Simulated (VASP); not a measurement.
Input of a VASP 6.6.1 run:

File INCAR:

```
ALGO     = Normal         # electronic algorithm
EDIFF    = 1E-7           # SCF threshold, eV
ENCUT    = 520            # plane-wave cutoff, eV
GGA      = CA             # functional
ISIF     = 2              # what is computed and relaxed
ISMEAR   = -1             # smearing method
LASPH    = T              # aspherical terms in the spheres
LCHARG   = F              # write CHGCAR
LREAL    = F              # projectors in reciprocal space
LWAVE    = F              # write WAVECAR
NBANDS   = 17             # bands
NELM     = 80             # most SCF steps
PREC     = Accurate       # precision mode
SIGMA    = 0.01           # smearing width, eV
```

KPOINTS

```
k-points
0
Gamma
  7 7 7
```

Contents of POSCAR:

```
PbS
1.0
    0.0000000000      3.0231520185      3.0231520185
    3.0231520185      0.0000000000      3.0231520185
    3.0231520185      3.0231520185      0.0000000000
Pb S
1 1
Direct
    0.0000000000      0.0000000000      0.0000000000
    0.5000000000      0.5000000000      0.5000000000
```

Potentials or basis: VASP PAW LDA potentials, release 64 (Pb_d, S).

Run with:

```console
$ cat potpaw_LDA.64/Pb_d/POTCAR potpaw_LDA.64/S/POTCAR > POTCAR
$ mpirun -np 1 vasp_std > vasp.out
```

Q: Estimate the pressure.

A: -5.3 GPa.
